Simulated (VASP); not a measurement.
Write the native input for VASP 6.6.1 that does the following.

```
Task                   : single point
Functional             : PBE
Dispersion             : D3(BJ)
Potentials or basis    : VASP PAW PBE potentials, release 64 (Si, O)
Cutoff                 : 520 eV
k mesh                 : 1 × 1 × 1
Occupations            : fermi-dirac, width 0.02 eV
Spin                   : collinear spin
Starting moments       : [0.0, 0.0, 0.0, 0.0, 0.0, 0.0, 0.0, 0.0, 0.0, 0.0, 0.0, 0.0, 0.0, 0.0, 0.06, 0.0, 0.0, 0.0, 0.1, 0.0, 0.0, 0.06, 0.0, 0.0, 1.56] μB
Dipole correction      : no
Further INCAR settings : LREAL = Auto; ALGO = Normal; EDIFF = 1e-06; NBANDS = 89
```

The structure of Si8O17 (a cell with a defect) lies in POSCAR:

```
Si8O17
1.0
   -4.9028000000     -4.9028000000      0.0000000000
    4.9028000000     -4.9028000000      0.0000000000
    0.0000000000      0.0000000000      6.7782000000
Si O
8 17
Direct
    0.1985498083      0.4869564331      0.0055324422
   -0.0017948927      0.1706983764      0.2401670060
    0.8087623399      0.4956759403      0.4897760467
    0.0039977156      0.7999102554      0.7587560119
    0.6922064942     -0.0086583177     -0.0100174088
    0.4990005711      0.6884025455      0.2534006078
    0.3026739822      0.0019070735      0.5195332094
    0.5134005058      0.3257322346      0.7528399870
    0.3603655054      0.5133597128      0.1775250066
    0.8908378886      0.2859794403      0.4261750907
    0.6488333197      0.4879864567      0.6591868048
    0.1137105328      0.7045769764      0.9549732967
    0.9787570368      0.6345047728      0.5840636157
    0.7105735498      0.5949049523      0.2991797232
    0.0255466264      0.3455270458      0.0716266856
    0.3057946480      0.4371481602      0.7951225989
    0.8394794811      0.0186424084      0.1806821870
    0.4051970303      0.7988292404      0.4386857868
    0.1515358571      0.9642347230      0.6909946593
    0.6341478339      0.2180386718      0.9315895075
    0.4719751978      0.1427143673      0.5993626627
    0.2047197520      0.1016358000      0.3242011153
    0.5181528922      0.8573672187      0.0819981706
    0.7881516684      0.8884209023      0.7969962527
    0.2176511381      0.0641266215     -0.0180431383
```

The input as run:

INCAR

```
SYSTEM = Si8O17
  PREC = Accurate
  ENCUT = 520
  EDIFF = 1E-6
  ISMEAR = -1
  SIGMA = 0.02
  LREAL = Auto
  LASPH = .TRUE.
  NELM = 150
  ALGO = Normal
  ISIF = 2
  LWAVE = .FALSE.
  LCHARG = .FALSE.
  ISPIN = 2
  MAGMOM = 0 0 0 0 0 0 0 0 0 0 0 0 0 0 0.06 0 0 0 0.1 0 0 0.06 0 0 1.56
  LORBIT = 11
  GGA = PE
  IVDW = 12
  NBANDS = 89
```

KPOINTS

```
regular mesh
0
G
  1 1 1
  0 0 0
```

Potentials or basis: VASP PAW PBE potentials, release 64 (Si, O).

Command:

```console
$ cat potpaw_PBE.64/Si/POTCAR potpaw_PBE.64/O/POTCAR > POTCAR
$ mpirun -np 1 vasp_gam > vasp.out
```

Results of the run:

The pressure is 0.0 GPa. The largest force is 3.218 eV/Å and the band gap on the k mesh is 1.39 eV. The net moment is 2.00 μB per cell. The site moments are Si -0.00, +0.00; O -0.00, +0.00, +0.02, +0.09, +0.01, +0.10, +0.07, +1.37 μB. The valence electrons inside the program's atomic spheres are Si 1.62, 1.65, 1.61, 1.58, 1.60; O 5.23, 5.22, 5.27, 5.19, 5.20, 5.24, 5.25, 5.26, 5.21, 4.65 and the dispersion energy per atom is -0.133 eV.

Caveat: the k points lie up to 0.93 Å⁻¹ apart.

Wall time 110 s on 1 thread of AMD EPYC 7R43 64-Core Processor (Zen 3), on a shared host, peak memory 0.4 GiB.
